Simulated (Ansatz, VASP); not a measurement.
**Two plane-wave programs on LiF**

The input POSCAR:

```
LiF
1.0
    2.5162584438      0.0000000000      0.0000000000
    0.0000000000      2.5162584438      0.0000000000
    0.0000000000      0.0000000000      2.5162584438
Li F
1 1
Direct
    0.0000000000      0.0000000000      0.0000000000
    0.5000000000      0.5000000000      0.5000000000
```

The input INCAR.step1:

```
SYSTEM = LiF
PREC     = Accurate       ! precision mode
ENCUT    = 520            ! plane-wave cutoff, eV
EDIFF    = 1E-5           ! SCF threshold, eV
ISMEAR   = 0              ! smearing method
SIGMA    = 0.01           ! smearing width, eV
LREAL    = .FALSE.        ! projectors in reciprocal space
LASPH    = .TRUE.         ! aspherical terms in the spheres
NELM     = 60             ! most SCF steps
ALGO     = Normal         ! electronic algorithm
ISIF     = 2              ! what is computed and relaxed
LWAVE    = .TRUE.         ! write WAVECAR
LCHARG   = .FALSE.        ! write CHGCAR
NBANDS   = 12             ! bands
GGA      = PE             ! functional
```

Contents of INCAR.step2:

```
SYSTEM = LiF
PREC     = Accurate       ! precision mode
ENCUT    = 520            ! plane-wave cutoff, eV
EDIFF    = 1E-6           ! SCF threshold, eV
ISMEAR   = 0              ! smearing method
SIGMA    = 0.01           ! smearing width, eV
LREAL    = .FALSE.        ! projectors in reciprocal space
LASPH    = .TRUE.         ! aspherical terms in the spheres
NELM     = 60             ! most SCF steps
ALGO     = Normal         ! electronic algorithm
ISIF     = 2              ! what is computed and relaxed
LWAVE    = .FALSE.        ! write WAVECAR
LCHARG   = .FALSE.        ! write CHGCAR
GGA      = PE             ! functional
LHFCALC  = .TRUE.         ! exact exchange
HFSCREEN = 0.2079         ! screening, 1/A
PRECFOCK = Normal       
NBANDS   = 12             ! bands
ISTART   = 1
```

The input KPOINTS:

```
regular mesh
0
G
  6 6 6
  0 0 0
```

Input for Ansatz:

```yaml
crystal:
  lattice:
    - [2.5162584438, 0.0, 0.0]
    - [0.0, 2.5162584438, 0.0]
    - [0.0, 0.0, 2.5162584438]
  atoms:
    - { symbol: Li, position: [0.0, 0.0, 0.0] }
    - { symbol: F, position: [0.5, 0.5, 0.5] }
kpoints:
  mp_grid: { grid: [6, 6, 6] }
  band_path:
    path:
      - [0.0, 0.0, 0.0]
      - [0.0, 0.5, 0.0]
      - [0.5, 0.5, 0.0]
      - [0.5, 0.5, 0.5]
      - [0.0, 0.5, 0.5]
    npoints: 1
hamiltonian:
  xc: hse06
scf:
  occupations: { method: fixed }
  n_extra_bands: 4
output:
  forces: true
  stress: true
  eigenvalues: true
```

Alike in both runs: task single point; functional HSE06; k mesh 6 × 6 × 6; no spin polarisation.

```csv
,VASP,Ansatz
version,VASP 6.6.1,Ansatz 0.2.0
potentials or method,"VASP PAW PBE potentials, release 64 (Li_sv, F)","plane waves, PAW"
plane-wave cutoff (eV),520,420
occupations,"gaussian, width 0.01 eV",fixed
valence electrons in the cell,10,10
```

|  | VASP | Ansatz | Ansatz less VASP |
| --- | --- | --- | --- |
| gap on the k mesh at the Fermi level (eV) | 10.17 | 10.17 | -0.006 |

Ansatz's warnings: stress exchange threshold loose, stress scf threshold loose.

Noted on VASP's run: the cutoff is short for stress, so the pressure is rough.
